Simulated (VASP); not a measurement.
Input of a VASP 6.6.1 run:

File INCAR:

```
  PREC = Accurate
  ENCUT = 520
  EDIFF = 1E-6
  ISMEAR = 0
  SIGMA = 0.1
  LREAL = F
  LASPH = T
  NELM = 100
  ALGO = Normal
  ISIF = 2
  LWAVE = F
  LCHARG = F
  GGA = PE
  NBANDS = 30
```

KPOINTS

```
Automatic mesh
0
Gamma
  12 12 10
```

The input POSCAR:

```
Na3LiB5
1.0
    5.5812055608      0.0000000000      0.0000000000
   -2.7906027804      4.8334657994      0.0000000000
    0.0000000000      0.0000000000      4.3518665040
Na Li B
3 1 5
Direct
    0.5929828480      0.0000000000      0.0000000000
    0.0000000000      0.5929828480      0.0000000000
    0.4070171520      0.4070171520      0.0000000000
    0.0000000000      0.0000000000      0.0000000000
    0.3855673016      0.0000000000      0.5000000000
    0.0000000000      0.3855673016      0.5000000000
    0.6144326984      0.6144326984      0.5000000000
    0.3333333333      0.6666666667      0.5000000000
    0.6666666667      0.3333333333      0.5000000000
```

Potentials or basis: VASP PAW PBE potentials, release 64 (Na_pv, Li_sv, B).

Command:

```bash
$ cat potpaw_PBE.64/Na_pv/POTCAR potpaw_PBE.64/Li_sv/POTCAR potpaw_PBE.64/B/POTCAR > POTCAR
$ mpirun -np 1 vasp_std > vasp.out
```

Q: Estimate the largest force.

A: 0.007 eV/Å.

Forces on the atoms (eV/Å):
```
Na   0.003  0.000  0.000
Na  -0.001  0.002  0.000
Na  -0.001 -0.002  0.000
Li   0.000  0.000  0.000
B   -0.007  0.000  0.000
B    0.004 -0.006  0.000
B    0.004  0.006  0.000
B    0.000  0.000  0.000
B    0.000  0.000  0.000
```
